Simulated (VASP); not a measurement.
# Si (C2/c) in VASP: further runs

The runs below take Si through single point, with PBE+D3(BJ).

Program: VASP 6.6.1. These are calculated values, not measurements. Logs are shortened: lines on timing, memory, paths and dates and some standing lists are left out, and cuts for length are marked.

## 1. The cell of the first run

The structure is monoclinic, space group C2/c (No. 15). Conventional cell: a = 2.640 Å, b = 4.567 Å, c = 4.515 Å, α = 90.00°, β = 95.72°, γ = 90.00°. Si (site symmetry 2) has 12 Si at 2.61 to 2.83 Å within 3.4 Å.

## 2. Single point, PBE+D3(BJ) (strain -0.1000 x Voigt [0, 0, 0, 0, 1, 0])

INCAR reads:

```
SYSTEM = Si
PREC = Accurate
ENCUT = 520
EDIFF = 1E-6
ISMEAR = 0
SIGMA = 0.15
LREAL = .FALSE.
LASPH = .TRUE.
NELM = 80
ALGO = Normal
ISIF = 2
LWAVE = .FALSE.
LCHARG = .TRUE.
GGA = PE
IVDW = 12
LELF = .TRUE.
LVHAR = .TRUE.
NBANDS = 11
```

KPOINTS reads:

```
regular mesh
0
G
  24 24 14
  0 0 0
```

POSCAR reads:

```
Si
1.0
    2.6369973380      0.0000000000     -0.1318498669
   -1.3184986690      2.2837066844      0.0659249334
   -0.2254495743      0.0000000000      4.5089914857
Si
2
Direct
    0.3333333333      0.6666666667      0.2500000000
    0.6666666667      0.3333333333      0.7500000000
```

Potentials or basis: VASP PAW PBE potentials, release 64 (Si).

Launch:

```bash
$ cat potpaw_PBE.64/Si/POTCAR > POTCAR
$ mpirun -np 1 vasp_std > vasp.out
```

OUTCAR:

```text
SYSTEM = Si
   PREC = Accurate
   ENCUT = 520
   EDIFF = 1E-6
   ISMEAR = 0
   LREAL = .FALSE.
   LASPH = .TRUE.
   NELM = 80
   ISIF = 2
   GGA = PE
   IVDW = 12
 IVDW          = 12

 ion  position               nearest neighbor table
   1  0.333  0.667  0.250-   2 2.61   2 2.61   2 2.72   2 2.72   2 2.83   2 2.83
   2  0.667  0.333  0.750-   1 2.61   1 2.61   1 2.72   1 2.72   1 2.83   1 2.83

  LATTYP: Found a base centered monoclinic cell.
 ALAT       =     2.6402915271
 B/A-ratio  =     1.7298897951
 C/A-ratio  =     1.7098961082
 COS(beta)  =    -0.0997506234

  Lattice vectors:

 A1 = (   1.3184986690,  -2.2837066844,  -0.0659249334)
 A2 = (   1.3184986690,   2.2837066844,  -0.0659249335)
 A3 = (  -0.2254495743,   0.0000000000,   4.5089914857)

Analysis of symmetry for initial positions (statically):
=====================================================================
 Subroutine PRICEL returns:
 Original cell was already a primitive cell.

 Routine SETGRP: Setting up the symmetry group for a
 base centered monoclinic supercell.

 Subroutine GETGRP returns: Found  4 space group operations
 (whereof  2 operations were pure point group operations)
 out of a pool of  4 trial point group operations.

The static configuration has the point symmetry S_2 .
 The point group associated with its full space group is C_2h.

Analysis of symmetry for dynamics (positions and initial velocities):
=====================================================================
 Subroutine PRICEL returns:
 Original cell was already a primitive cell.

 Routine SETGRP: Setting up the symmetry group for a
 base centered monoclinic supercell.

 Subroutine GETGRP returns: Found  4 space group operations
 (whereof  2 operations were pure point group operations)
 out of a pool of  4 trial point group operations.

The dynamic configuration has the point symmetry S_2 .
 The point group associated with its full space group is C_2h.

 Subroutine INISYM returns: Found  4 space group operations
 (whereof  2 operations are pure point group operations),
 and found     1 'primitive' translations

----------------------------------------------------------------------------------------

                                     Primitive cell

  volume of cell :      27.0858

  direct lattice vectors                    reciprocal lattice vectors
     2.636997338  0.000000000 -0.131849867     0.380169616  0.218942303  0.019008481
[... 94 lines left out ...]
   POTIM  = 0.5000    time-step for ionic-motion
   TEBEG  =    0.0;   TEEND  =   0.0 temperature during run
   PSTRESS=    0.0 pullay stress
   NELECT =       8.0000    total number of electrons
   NUPDOWN=      -1.0000    fix difference up-down
   EMIN   =  10.00;   EMAX   =-10.00  energy-range for DOS
   EFERMI =   0.00;   METHOD = LEGACY
   ISMEAR =     0;   SIGMA  =   0.15  broadening in eV -4-tet -1-fermi 0-gaus
   EFERMI_NEDOS =   21; number of points for ismear=-14 and -15
   IALGO  =     38    algorithm
   IMIX   =      4    mixing-type and parameters
     AMIX     =   0.40;   BMIX     =  1.00
     AMIX_MAG =   1.60;   BMIX_MAG =  1.00
  volume/ion in A,a.u.               =      13.54        91.39
  Fermi-wavevector in a.u.,A,eV,Ry     =   1.090245  2.060264 16.172345  1.188634
  Thomas-Fermi vector in A             =   2.226465
   LORBIT       =      0    0 simple, 1 ext, 2 COOP (PROOUT), +10 PAW based schemes
   GGA     = PE    functional components
   LHFCALC =     F    Hartree Fock is set to
   AEXX    =    0.0000 exact exchange contribution
   IVDW    =    12    specifies the selected vdW correction
   LEPSILON=     F    determine dielectric tensor
   LRPA    =     F    only Hartree local field effects (RPA)
 non-spin polarized calculation
 Gauss-broadening in eV      SIGMA  =   0.15
  energy-cutoff  :      520.00
  volume of cell :       27.09
 maximum number of plane-waves:       748
   NGX =  9   NGY =  9   NGZ = 17

 number of electron       8.0000001 magnetization

 Free energy of the ion-electron system (eV)
  ---------------------------------------------------
  ext. energy  EPLUGINS =         0.00000000
  ---------------------------------------------------
  free energy    TOTEN  =        -9.79204859 eV

  energy without entropy =       -9.78352132  energy(sigma->0) =       -9.78778496

 E-fermi :  11.0531     XC(G=0): -11.4616

 val. band max:       11.0524637474   @ k =  -0.2917  -0.0000   0.3571
 cond. band min:      11.0545597651   @ k =  -0.3333   0.0417   0.3571
 fundamental gap:      0.0020960177
 Fermi energy:        11.0530546608

 k-point     1 :       0.0000    0.0000    0.0000
  band No.  band energies     occupation
      1      -4.0211      2.00000
      2       2.6519      2.00000
      3       3.4846      2.00000
      4      20.5194      0.00000
      5      20.6339      0.00000
      6      21.6710      0.00000
      7      21.7388      0.00000
      8      21.9758      0.00000
      9      22.0192      0.00000
     10      25.0104      0.00000
     11      25.0691      0.00000
[... 309 lines left out ...]
 k-point    24 :       0.4167    0.0417    0.0000
  band No.  band energies     occupation
      1       1.2973      2.00000
      2       4.7085      2.00000
      3       7.1486      2.00000
      4       9.1910      2.00000
      5      10.2473      2.00000
      6      12.9759      0.00000
      7      14.4116      0.00000
      8      18.1973      0.00000
      9      19.5398      0.00000
     10      21.7921      0.00000
     11      23.4867      0.00000

 [... further k-points ...]

------------------------ aborting loop because EDIFF is reached ----------------------------------------

 Edisp (eV)   -0.91789

 E8    (eV) :    -0.3754

  FORCE on cell =-STRESS in cart. coord.  units (eV):
  Direction    XX          YY          ZZ          XY          YZ          ZX
  --------------------------------------------------------------------------------------
  -------------------------------------------------------------------------------------
  Total       0.06642     0.10055     0.21042     0.00000    -0.00000     0.34859
  in kB       3.92875     5.94760    12.44671     0.00000    -0.00000    20.61964
  external pressure =        7.44 kB  Pullay stress =        0.00 kB

 VOLUME and BASIS-vectors are now :
 -----------------------------------------------------------------------------
  energy-cutoff  :      520.00
  volume of cell :       27.09
      direct lattice vectors                 reciprocal lattice vectors
     2.636997338  0.000000000 -0.131849867     0.380169616  0.218942303  0.019008481
    -1.318498669  2.283706684  0.065924933     0.000000000  0.437884605  0.000000000
    -0.225449574  0.000000000  4.508991486     0.011116746  0.000000000  0.222334921

 POSITION                                       TOTAL-FORCE (eV/Angst)
 -----------------------------------------------------------------------------------
     -0.05636      1.52247      1.12725        -0.000000     -0.039309      0.000000
      1.14941      0.76124      3.31582         0.000000      0.039309     -0.000000
 -----------------------------------------------------------------------------------
    total drift:                                0.000000     -0.000000     -0.000000

  FREE ENERGIE OF THE ION-ELECTRON SYSTEM (eV)
  ---------------------------------------------------
  free  energy   TOTEN  =       -10.7099349546 eV

  energy  without entropy=      -10.7014076909  energy(sigma->0) =      -10.70567132
```

OSZICAR:

```text
N       E                     dE             d eps       ncg     rms          rms(c)
DAV:   1     0.576082038467E+01    0.57608E+01   -0.35146E+03 46532   0.618E+02
DAV:   2    -0.942096581120E+01   -0.15182E+02   -0.14548E+02 60161   0.852E+01
DAV:   3    -0.983526209232E+01   -0.41430E+00   -0.41052E+00 60447   0.113E+01
DAV:   4    -0.983668394569E+01   -0.14219E-02   -0.14216E-02 55938   0.830E-01
DAV:   5    -0.983668868896E+01   -0.47433E-05   -0.47427E-05 58606   0.442E-02    0.431E+00
DAV:   6    -0.980847454883E+01    0.28214E-01   -0.70662E-03 52758   0.404E-01    0.239E+00
DAV:   7    -0.979217293626E+01    0.16302E-01   -0.13893E-02 51113   0.565E-01    0.158E-01
DAV:   8    -0.979204882660E+01    0.12411E-03   -0.17768E-04 65836   0.933E-02    0.169E-02
DAV:   9    -0.979204858749E+01    0.23911E-06   -0.23490E-06 54606   0.894E-03
   1 F= -.10709935E+02 E0= -.10705671E+02  d E =-.852726E-02
```

Wall time 2.4 min (1 thread of Intel Xeon 6975P-C (Granite Rapids), shared host); peak memory 0.56 GiB.

Results:

```
Free energy                : -10.7099 eV
Pressure                   : 0.7 GPa
Largest force              : 0.039 eV/Å
Band gap on the k mesh     : zero (bands 4 and 5 overlap by 13.45 eV)
Dispersion energy per atom : -0.459 eV
```

Forces in eV/Å, atoms in the order of the input:
```
Si   0.000 -0.039  0.000
Si   0.000  0.039  0.000
```

Levels at points of the mesh, in eV from the Fermi level:
```csv
k point,band 1,band 2,band 3,band 4,band 5,band 6,band 7,band 8
"(0.00, 0.00, 0.00)",-15.07,-8.40,-7.57,9.47,9.58,10.62,10.69,10.92
"(0.50, 0.00, 0.00)",-8.42,-7.94,-2.94,-2.11,-0.62,0.55,4.02,6.18
"(0.00, 0.50, 0.00)",-8.47,-7.96,-1.97,-1.74,-1.41,-0.15,4.17,6.26
"(0.00, 0.00, 0.50)",-13.28,-13.28,0.51,0.51,10.28,10.28,11.10,11.10
"(0.50, 0.00, 0.50)",-7.08,-7.07,-6.16,-5.43,4.34,5.32,5.36,6.13
"(0.00, 0.50, 0.50)",-6.78,-6.78,-6.17,-6.17,5.06,5.06,6.00,6.00
```

Caveat: the cell differs from its parent crystal (strain -0.1000 x Voigt [0, 0, 0, 0, 1, 0]).

(Part 1 of 2 ends here.)
